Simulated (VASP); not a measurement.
Wanted: the native input for a VASP 6.6.1 run.

```
Task                    : density of states
Functional              : LDA
Potentials or basis     : VASP PAW LDA potentials, release 64 (Ru_pv)
Cutoff                  : 520 eV
k mesh                  : 13 × 13 × 13
Occupations             : fermi-dirac, width 0.1 eV
Spin                    : no spin polarisation
Dipole correction       : no
k mesh for the DOS      : 20 × 20 × 20
Occupations for the DOS : tetrahedron
Further INCAR settings  : ALGO = Normal; EDIFF = 1e-06; NBANDS = 21
```

The system is Ru.

```xyz
2
Lattice="0.0000 1.9733 1.9733 1.9733 0.0000 1.9733 1.9733 1.9733 0.0000" Properties=species:S:1:pos:R:3 pbc="T T T"
Ru   -0.4933   -0.4933   -0.4933
Ru    0.4933    0.4933    0.4933
```

This cell differs from its parent crystal: volume scaled by 0.4.

The input as run:

POSCAR

```
Ru
1.0
    0.0000000000      1.9732738973      1.9732738973
    1.9732738973      0.0000000000      1.9732738973
    1.9732738973      1.9732738973      0.0000000000
Ru
2
Direct
   -0.1250000000     -0.1250000000     -0.1250000000
    0.1250000000      0.1250000000      0.1250000000
```

INCAR.step1

```
PREC = Accurate
ENCUT = 520
EDIFF = 1E-6
ISMEAR = -1
SIGMA = 0.1
LREAL = False
LASPH = True
NELM = 80
ALGO = Normal
ISIF = 2
LWAVE = False
LCHARG = True
LMAXMIX = 4
GGA = CA
NBANDS = 21
```

KPOINTS.step1

```
regular mesh
0
Gamma
  13 13 13
```

INCAR.step2

```
PREC = Accurate
ENCUT = 520
EDIFF = 1E-6
ISMEAR = -5
SIGMA = 0.1
LREAL = False
LASPH = True
NELM = 80
ALGO = Normal
ISIF = 2
LWAVE = False
LCHARG = False
LMAXMIX = 4
GGA = CA
LORBIT = 10
NBANDS = 21
NEDOS = 2001
ICHARG = 11
```

KPOINTS.step2

```
regular mesh
0
Gamma
  20 20 20
```

Potentials or basis: VASP PAW LDA potentials, release 64 (Ru_pv).

Run with:

```sh
$ cat potpaw_LDA.64/Ru_pv/POTCAR > POTCAR
$ cp INCAR.step1 INCAR
$ cp KPOINTS.step1 KPOINTS
$ mpirun -np 1 vasp_std > vasp.out
$ cp INCAR.step2 INCAR
$ cp KPOINTS.step2 KPOINTS
$ mpirun -np 1 vasp_std > vasp.out
```

Run time: 24 s on 1 thread of Intel(R) Xeon(R) 6975P-C (Granite Rapids), with other jobs on the host, peak memory 0.18 GiB.
